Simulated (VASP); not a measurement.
BAs, 2 atoms in the cell. The structure is cubic, space group F-43m (No. 216). The conventional cell has a = 4.746 Å, b = 4.746 Å, c = 4.746 Å, α = 90.00°, β = 90.00°, γ = 90.00°. Within 2.7 Å of B (site symmetry -43m) lie 4 As at 2.06 Å. As (site symmetry -43m) has 4 B at 2.06 Å within 2.7 Å. 

| Property | Result |
| --- | --- |
| Program | VASP 6.6.1 |
| Task | single point |
| Functional | PBEsol |
| Potentials or basis | VASP PAW PBE potentials, release 64 (B, As_d) |
| Cutoff | 560 eV |
| k mesh | 6 × 6 × 6 |
| Occupations | gaussian, width 0.01 eV |
| Spin | no spin polarisation |
| Dipole correction | no |
| Further INCAR settings | ALGO = Normal; EDIFF = 1e-06; NBANDS = 16 |

Potentials or basis: VASP PAW PBE potentials, release 64 (B, As_d).

Run with:

```sh
$ cat potpaw_PBE.64/B/POTCAR potpaw_PBE.64/As_d/POTCAR > POTCAR
$ mpirun -np 1 vasp_std > vasp.out
```

Hardware: 1 thread of AMD EPYC 7R13 Processor (Zen 3), on a shared host.

How long does it take, and how much memory?

Run time: 7.5 s on 1 thread of AMD EPYC 7R13 Processor (Zen 3) (shared host), peak memory 0.12 GiB. Counts: scf iterations 12, k points 16.
